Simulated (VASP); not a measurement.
Wanted: the native input for a VASP 6.6.1 run.

```
Task                   : single point
Functional             : PBEsol
Potentials or basis    : VASP PAW PBE potentials, release 64 (Ga_d, N)
Cutoff                 : 520 eV
k mesh                 : 6 × 6 × 4
Occupations            : fermi-dirac, width 0.0122 eV
Spin                   : no spin polarisation
Dipole correction      : no
Further INCAR settings : ALGO = Normal; EDIFF = 1e-07; NBANDS = 26
```

The structure of GaN lies in POSCAR:

```
GaN
1.0
    1.6146090000      2.7965840000      0.0000000000
   -1.6146090000      2.7965840000      0.0000000000
    0.0000000000      0.0000000000      5.2527950000
Ga N
2 2
Direct
    0.6666700000      0.6666600000      0.0000000000
    0.3333400000      0.3333300000      0.5000000000
    0.6666700000      0.6666600000      0.3750000000
    0.3333400000      0.3333300000      0.8750000000
```

These files were run (other wordings do the same):

INCAR

```
SYSTEM = GaN
  ALGO = Normal
  EDIFF = 1E-7
  ENCUT = 520
  GGA = PS
  ISIF = 2
  ISMEAR = -1
  LASPH = .True.
  LCHARG = .True.
  LELF = .True.
  LREAL = .False.
  LVHAR = .True.
  LWAVE = .False.
  NBANDS = 26
  NELM = 100
  PREC = Accurate
  SIGMA = 0.0122
```

KPOINTS

```
k-points
0
Gamma
  6 6 4
  0 0 0
```

Potentials or basis: VASP PAW PBE potentials, release 64 (Ga_d, N).

Command:

```console
$ cat potpaw_PBE.64/Ga_d/POTCAR potpaw_PBE.64/N/POTCAR > POTCAR
$ mpirun -np 1 vasp_std > vasp.out
```

It gave:

```yaml
Pressure: -7.4 GPa
Largest_force: 0.108 eV/Å
Band_gap_on_the_k_mesh: 1.61 eV
```

Caveat: the cell stands under tension; the PAW data sets were made with another functional, which shifts forces and pressure a little.

It took 36 s on 1 thread of AMD EPYC 9R45 96-Core Processor (Zen 5), with other jobs on the host, peak memory 0.15 GiB.
